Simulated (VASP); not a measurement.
# AgI (P6_3mc) in VASP: single point with HSE06

Aim: the single point of AgI with HSE06.

All numbers are computed with VASP 6.6.1; they aren't measurements. Logs are shortened: lines on timing, memory, paths and dates and some standing lists are left out, and cuts for length are marked.

## 1. The cell of the first run

The structure is hexagonal, space group P6_3mc (No. 186). The conventional cell has a = 4.651 Å, b = 4.651 Å, c = 7.599 Å, α = 90.00°, β = 90.00°, γ = 120.00°. Ag (site symmetry 3m) has 4 I at 2.85 Å within 3.8 Å. Within 3.8 Å of I (site symmetry 3m) lie 4 Ag at 2.85 Å.

## 2. Single point, HSE06

Input file POSCAR:

```
AgI
1.0
    4.6508717364      0.0000000000      0.0000000000
   -2.3254358682      4.0277730735      0.0000000000
    0.0000000000      0.0000000000      7.5992966317
Ag I
2 2
Direct
    0.3333333333      0.6666666667      0.0000048555
    0.6666666667      0.3333333333      0.5000048555
    0.3333333333      0.6666666667      0.3749951445
    0.6666666667      0.3333333333      0.8749951445
```

Input file INCAR.step1:

```
PREC = Accurate
ENCUT = 400
EDIFF = 1E-5
ISMEAR = -1
SIGMA = 0.2
LREAL = False
LASPH = True
NELM = 120
ALGO = Normal
ISIF = 2
LWAVE = True
LCHARG = False
GGA = PE
NBANDS = 26
GGA_COMPAT = False
KPAR = 4
```

Input file INCAR.step2:

```
PREC = Accurate
ENCUT = 400
EDIFF = 1E-6
ISMEAR = -1
SIGMA = 0.2
LREAL = False
LASPH = True
NELM = 120
ALGO = Normal
ISIF = 2
LWAVE = False
LCHARG = False
GGA = PE
LHFCALC = True
HFSCREEN = 0.2079
PRECFOCK = Normal
ISTART = 1
NBANDS = 26
GGA_COMPAT = False
KPAR = 4
```

Input file KPOINTS:

```
regular mesh
0
Gamma
  6 6 2
```

Potentials or basis: VASP PAW PBE potentials, release 64 (Ag, I).

The run is started by

```console
> cat potpaw_PBE.64/Ag/POTCAR potpaw_PBE.64/I/POTCAR > POTCAR
> cp INCAR.step1 INCAR
> mpirun -np 4 vasp_std > vasp.out
> cp INCAR.step2 INCAR
> mpirun -np 4 vasp_std > vasp.out
```

OUTCAR:

```text
PREC = Accurate
   ENCUT = 400
   EDIFF = 1E-6
   ISMEAR = -1
   LREAL = False
   LASPH = True
   NELM = 120
   ISIF = 2
   GGA = PE
   LHFCALC = True
   HFSCREEN = 0.2079
   PRECFOCK = Normal
   ISTART = 1

 ion  position               nearest neighbor table
   1  0.333  0.667  0.000-   4 2.85   4 2.85   4 2.85   3 2.85
   2  0.667  0.333  0.500-   3 2.85   3 2.85   3 2.85   4 2.85
   3  0.333  0.667  0.375-   2 2.85   2 2.85   2 2.85   1 2.85
   4  0.667  0.333  0.875-   1 2.85   1 2.85   1 2.85   2 2.85

  LATTYP: Found a hexagonal cell.
 ALAT       =     4.6508717364
 C/A-ratio  =     1.6339510230

  Lattice vectors:

 A1 = (   4.6508717364,   0.0000000000,   0.0000000000)
 A2 = (  -2.3254358682,   4.0277730735,   0.0000000000)
 A3 = (   0.0000000000,   0.0000000000,   7.5992966317)

Analysis of symmetry for initial positions (statically):
=====================================================================
 Subroutine PRICEL returns:
 Original cell was already a primitive cell.

 Routine SETGRP: Setting up the symmetry group for a
 hexagonal supercell.

 Subroutine GETGRP returns: Found 12 space group operations
 (whereof  6 operations were pure point group operations)
 out of a pool of 24 trial point group operations.

The static configuration has the point symmetry C_3v.
 The point group associated with its full space group is C_6v.

Analysis of symmetry for dynamics (positions and initial velocities):
=====================================================================
 Subroutine PRICEL returns:
 Original cell was already a primitive cell.

 Routine SETGRP: Setting up the symmetry group for a
 hexagonal supercell.

 Subroutine GETGRP returns: Found 12 space group operations
 (whereof  6 operations were pure point group operations)
 out of a pool of 24 trial point group operations.

The dynamic configuration has the point symmetry C_3v.
 The point group associated with its full space group is C_6v.

 Subroutine INISYM returns: Found 12 space group operations
 (whereof  6 operations are pure point group operations),
 and found     1 'primitive' translations

----------------------------------------------------------------------------------------

                                     Primitive cell
[... 87 lines left out ...]
   NSW    =      0    number of steps for IOM
   IBRION =     -1    ionic relax: 0-MD 1-quasi-New 2-CG
   NFREE  =      0    steps in history (QN), initial steepest desc. (CG)
   ISIF   =      2    stress and relaxation
   ISYM   =      3    0-nonsym 1-usesym 2-fastsym
   POTIM  = 0.5000    time-step for ionic-motion
   TEBEG  =    0.0;   TEEND  =   0.0 temperature during run
   PSTRESS=    0.0 pullay stress
   NELECT =      36.0000    total number of electrons
   NUPDOWN=      -1.0000    fix difference up-down
   EMIN   =  10.00;   EMAX   =-10.00  energy-range for DOS
   EFERMI =   0.00;   METHOD = LEGACY
   ISMEAR =    -1;   SIGMA  =   0.20  broadening in eV -4-tet -1-fermi 0-gaus
   EFERMI_NEDOS =   21; number of points for ismear=-14 and -15
   IALGO  =     38    algorithm
   IMIX   =      1    mixing-type and parameters
     AMIX     =   0.40;   BMIX     =  1.00
     AMIX_MAG =   1.60;   BMIX_MAG =  1.00
  volume/ion in A,a.u.               =      35.59       240.16
  Fermi-wavevector in a.u.,A,eV,Ry     =   1.035265  1.956367 14.582357  1.071773
  Thomas-Fermi vector in A             =   2.169600
   LORBIT       =      0    0 simple, 1 ext, 2 COOP (PROOUT), +10 PAW based schemes
   GGA     = PE    functional components
   LHFCALC =     T    Hartree Fock is set to
   PRECFOCK=normal    Normal, Fast or Accurate (Low or Medium for compatibility)
   ENCUT4O =  -1.0   cutoff for four orbital integrals eV
   NKREDX  =     1    reduce k-point grid by
   NKREDY  =     1    reduce k-point grid by
   NKREDZ  =     1    reduce k-point grid by
   AEXX    =    0.2500 exact exchange contribution
   HFSCREEN=    0.2079 screening length (either q_TF or 0.3 A-1)
   HFSCREENC=   0.2079 screening length for correlation (either q_TF or 0.3 A-1)
   ENCUTFOCK=  -1.0 apply spherical cutoff to Coloumb kernel
   IVDW    =     0    specifies the selected vdW correction
   LEPSILON=     F    determine dielectric tensor
   LRPA    =     F    only Hartree local field effects (RPA)
 non-spin polarized calculation
  energy-cutoff  :      400.00
  volume of cell :      142.36
 maximum number of plane-waves:      2610
  NGX = 24; NGY = 24; NGZ = 40

 number of electron      35.9999976 magnetization

 Free energy of the ion-electron system (eV)
  ---------------------------------------------------
  ext. energy  EPLUGINS =         0.00000000
  ---------------------------------------------------
  free energy    TOTEN  =       -11.46843211 eV

  energy without entropy =      -11.46783408  energy(sigma->0) =      -11.46813310

 E-fermi :   3.4411     XC(G=0):  -6.8766

 val. band max:        1.9604305457   @ k =   0.0000   0.0000   0.0000
 cond. band min:       4.4666487646   @ k =   0.0000   0.0000   0.0000
 fundamental gap:      2.5062182189
 Fermi energy:         3.4411445714

 k-point     1 :       0.0000    0.0000    0.0000
  band No.  band energies     occupation
      1     -11.5207      2.00000
      2     -11.2253      2.00000
      3      -2.6043      2.00000
      4      -2.6019      2.00000
      5      -2.6019      2.00000
      6      -2.4544      2.00000
[... 395 lines left out ...]
     25      11.2867      0.00000
     26      11.2867      0.00000

------------------------ aborting loop because EDIFF is reached ----------------------------------------

  FORCE on cell =-STRESS in cart. coord.  units (eV):
  Direction    XX          YY          ZZ          XY          YZ          ZX
  --------------------------------------------------------------------------------------
  -------------------------------------------------------------------------------------
  Total        0.2585347      0.2585347      0.2565177      0.0000000      0.0000000      0.0000000
  in kB        2.9097570      2.9097570      2.8870554      0.0000000      0.0000000      0.0000000
  external PRESSURE =       2.9021898 kB  Pullay stress =       0.0000000 kB

 VOLUME and BASIS-vectors are now :
 -----------------------------------------------------------------------------
  energy-cutoff  :      400.00
  volume of cell :      142.36
      direct lattice vectors                 reciprocal lattice vectors
     4.650871736  0.000000000  0.000000000     0.215013455  0.124138076  0.000000000
    -2.325435868  4.027773073  0.000000000     0.000000000  0.248276152  0.000000000
     0.000000000  0.000000000  7.599296632     0.000000000  0.000000000  0.131591126

 POSITION                                       TOTAL-FORCE (eV/Angst)
 -----------------------------------------------------------------------------------
     -0.00000      2.68518      0.00004        -0.000000      0.000000     -0.001013
      2.32544      1.34259      3.79969         0.000000      0.000000     -0.001013
     -0.00000      2.68518      2.84970        -0.000000      0.000000      0.001013
      2.32544      1.34259      6.64935         0.000000      0.000000      0.001013
 -----------------------------------------------------------------------------------
    total drift:                               -0.000000     -0.000001      0.000542

  FREE ENERGIE OF THE ION-ELECTRON SYSTEM (eV)
  ---------------------------------------------------
  free  energy   TOTEN  =       -11.4684321117 eV

  energy  without entropy=      -11.4678340848  energy(sigma->0) =      -11.46813310
```

OUTCAR.step1:

```text
PREC = Accurate
   ENCUT = 400
   EDIFF = 1E-5
   ISMEAR = -1
   LREAL = False
   LASPH = True
[... 623 lines left out ...]
      2.32544      1.34259      3.79969         0.000000      0.000000     -0.001670
     -0.00000      2.68518      2.84970         0.000000      0.000000      0.001670
      2.32544      1.34259      6.64935        -0.000000      0.000000      0.001670
 -----------------------------------------------------------------------------------
    total drift:                               -0.000000     -0.000000      0.000439

  FREE ENERGIE OF THE ION-ELECTRON SYSTEM (eV)
  ---------------------------------------------------
  free  energy   TOTEN  =        -9.5747314698 eV

  energy  without entropy=       -9.5679453773  energy(sigma->0) =       -9.57133842
```

OSZICAR.step1:

```text
N       E                     dE             d eps       ncg     rms          rms(c)
DAV:   1     0.177154006258E+03    0.17715E+03   -0.13570E+04   728   0.967E+02
DAV:   2    -0.785587101052E+00   -0.17794E+03   -0.17133E+03   798   0.210E+02
DAV:   3    -0.957748856218E+01   -0.87919E+01   -0.87321E+01   896   0.465E+01
DAV:   4    -0.974331210675E+01   -0.16582E+00   -0.16575E+00   886   0.633E+00
DAV:   5    -0.974443051354E+01   -0.11184E-02   -0.11184E-02   874   0.612E-01    0.672E+00
DAV:   6    -0.957249142461E+01    0.17194E+00   -0.57536E-01   750   0.824E+00    0.498E+00
DAV:   7    -0.957423293549E+01   -0.17415E-02   -0.14844E-01   748   0.172E+00    0.189E+00
DAV:   8    -0.957436727405E+01   -0.13434E-03   -0.90295E-03   770   0.856E-01    0.422E-01
DAV:   9    -0.957461720812E+01   -0.24993E-03   -0.21851E-03   790   0.406E-01    0.905E-02
DAV:  10    -0.957467561438E+01   -0.58406E-04   -0.14829E-04   788   0.131E-01    0.313E-02
DAV:  11    -0.957473707088E+01   -0.61456E-04   -0.10976E-04   752   0.658E-02    0.350E-02
DAV:  12    -0.957473146981E+01    0.56011E-05   -0.15818E-05   582   0.450E-02
   1 F= -.95747315E+01 E0= -.95713384E+01  d E =-.678609E-02
```

Wall time 17 min (4 MPI ranks of AMD EPYC 7R13 (Zen 3), shared host); peak memory 0.33 GiB.

Results:

```
Free energy            : -11.4684 eV
Pressure               : 0.3 GPa
Band gap on the k mesh : 2.51 eV, direct
```

Caveat: the PAW data sets were made with another functional, which shifts forces and pressure a little; spin-orbit coupling is left out, which moves the levels of the heavy elements.
